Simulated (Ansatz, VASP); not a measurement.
Au: VASP beside Ansatz

Contents of INCAR:

```
SYSTEM = Au
ALGO = Fast
EDIFF = 1E-6
ENCUT = 520
GGA = PS
ISIF = 2
ISMEAR = 0
LASPH = .TRUE.
LCHARG = .FALSE.
LREAL = .FALSE.
LWAVE = .FALSE.
NBANDS = 12
NELM = 60
PREC = Accurate
SIGMA = 0.15
```

The input KPOINTS:

```
k-points
0
G
  28 28 28
  0 0 0
```

POSCAR

```
Au
1.0
    0.0000000000      1.9215338252      2.3058405902
    1.9215338252      0.0000000000      2.3058405902
    1.9215338252      1.9215338252      0.0000000000
Au
1
Direct
    0.0000000000      0.0000000000      0.0000000000
```

Input for Ansatz:

```yaml
crystal:
  lattice:
    - [0.0, 1.9215338252, 2.3058405902]
    - [1.9215338252, 0.0, 2.3058405902]
    - [1.9215338252, 1.9215338252, 0.0]
  atoms:
    - { symbol: Au, position: [0.0, 0.0, 0.0] }
basis:
  ecutwfc: 420
kpoints:
  mp_grid: { grid: [28, 28, 28] }
hamiltonian:
  xc: pbesol
scf:
  occupations: { method: gaussian, width: 0.15 }
output:
  forces: true
  stress: true
  eigenvalues: true
```

Alike in both runs: task single point; functional PBEsol; k mesh 28 × 28 × 28; occupations gaussian, width 0.15 eV; no spin polarisation.

|  | VASP | Ansatz |
| --- | --- | --- |
| version | VASP 6.6.1 | Ansatz 0.2.0 |
| potentials or method | VASP PAW PBE potentials, release 64 (Au), cutoff 520 eV | scalar-relativistic, plane waves, PAW |
| valence electrons in the cell | 11 | 19 |

Ansatz gave:

```
gap on the k mesh at the Fermi level (eV)                     : none
pressure (GPa)                                                : 2.6
traceless stress, the component that is largest in VASP (GPa) : -8.08
```

Q: Estimate VASP's values.

A: gap on the k mesh at the Fermi level (eV): none; pressure (GPa): 2.3; traceless stress, the component that is largest in VASP (GPa): -8.06.

VASP's potentials were made for PBE, not for PBEsol. A gap of «none» marks a metal or a gap that the smearing closes. With one functional, cell and mesh, what is left measures potentials, basis and numerics. VASP's potentials hold 11 valence electrons a cell and Ansatz's 19, so a difference there can come from the potentials and not from the codes.

Neither program's run includes spin-orbit coupling.
